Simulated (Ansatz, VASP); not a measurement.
**One calculation of AlN, two programs**

```
Al N
1.0
     3.11798    0.00000    0.00000
    -1.55899    2.70025    0.00000
     0.00000    0.00000    5.05114
Al N
2 2
Direct
  0.33333 0.66667 0.00000
  0.66667 0.33333 0.50000
  0.33333 0.66667 0.37800
  0.66667 0.33333 0.87800
```

Alike in both runs: task single point; functional PBEsol; k mesh 6 × 6 × 4; occupations gaussian, width 0.1 eV; no spin polarisation.

```csv
,VASP,Ansatz
version,VASP 6.6.1,Ansatz 0.2.0
potentials or method,"VASP PAW PBE potentials, release 64 (Al, N), cutoff 600 eV","scalar-relativistic, plane waves, PAW"
valence electrons in the cell,16,16
```

VASP gave:

| Quantity | Value |
| --- | --- |
| gap on the k mesh at the Fermi level (eV) | 4.06 |
| least direct gap on the mesh (eV) | 4.06 |
| pressure (GPa) | -3.2 |
| traceless stress, the component that is largest in VASP (GPa) | -1.35 |
| rms of the force components (eV/Å) | 0.063 |

Task: What did Ansatz give for the same quantities?

Result: gap on the k mesh at the Fermi level (eV): 4.04; least direct gap on the mesh (eV): 4.04; pressure (GPa): -3.0; traceless stress, the component that is largest in VASP (GPa): -1.34; rms of the force components (eV/Å): 0.063.

VASP's potentials were made for PBE, not for PBEsol. Atom by atom the forces differ by 0.000 eV/Å (rms over components). The functional is the same, so the differences come from potentials, cutoffs and numerics.
